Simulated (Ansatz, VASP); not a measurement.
# Two plane-wave programs on GaP

Contents of INCAR:

```
PREC = Accurate
ENCUT = 500
EDIFF = 1E-6
ISMEAR = 0
SIGMA = 0.05
LREAL = False
LASPH = True
NELM = 120
ALGO = Normal
ISIF = 2
LWAVE = False
LCHARG = False
NBANDS = 16
GGA_COMPAT = False
```

Contents of KPOINTS:

```
Automatic mesh
0
Gamma
  6 6 6
```

Contents of POSCAR:

```
GaP
1.0
    0.0000000000      2.6957710099      2.6957710099
    2.6957710099      0.0000000000      2.6957710099
    2.6957710099      2.6957710099      0.0000000000
Ga P
1 1
Direct
    0.0000000000      0.0000000000      0.0000000000
    0.2500000000      0.2500000000      0.2500000000
```

Input for Ansatz:

```yaml
crystal:
  lattice:
    - [0.0, 2.6957710099, 2.6957710099]
    - [2.6957710099, 0.0, 2.6957710099]
    - [2.6957710099, 2.6957710099, 0.0]
  atoms:
    - { symbol: Ga, position: [0.0, 0.0, 0.0] }
    - { symbol: P, position: [0.25, 0.25, 0.25] }
basis:
  ecutwfc: 420
kpoints:
  mp_grid: { grid: [6, 6, 6] }
hamiltonian:
  xc: lda
scf:
  occupations: { method: gaussian, width: 0.05 }
output:
  forces: true
  stress: true
  eigenvalues: true
```

Alike in both runs: task single point; functional LDA; k mesh 6 × 6 × 6; occupations gaussian, width 0.05 eV; no spin polarisation.

|  | VASP | Ansatz |
| --- | --- | --- |
| version | VASP 6.6.1 | Ansatz 0.2.0 |
| potentials or method | VASP PAW LDA potentials, release 64 (Ga_d, P), cutoff 500 eV | scalar-relativistic, plane waves, PAW |
| valence electrons in the cell | 18 | 18 |

```tsv
	VASP	Ansatz	Ansatz less VASP
gap on the k mesh at the Fermi level (eV)	1.42	1.43	+0.001
least direct gap on the mesh (eV)	1.91	1.88	-0.029
pressure (GPa)	0.1	0.0	-0.08
```

LDA's correlation is that of Perdew and Zunger in VASP and of Perdew and Wang (1992) in Ansatz.
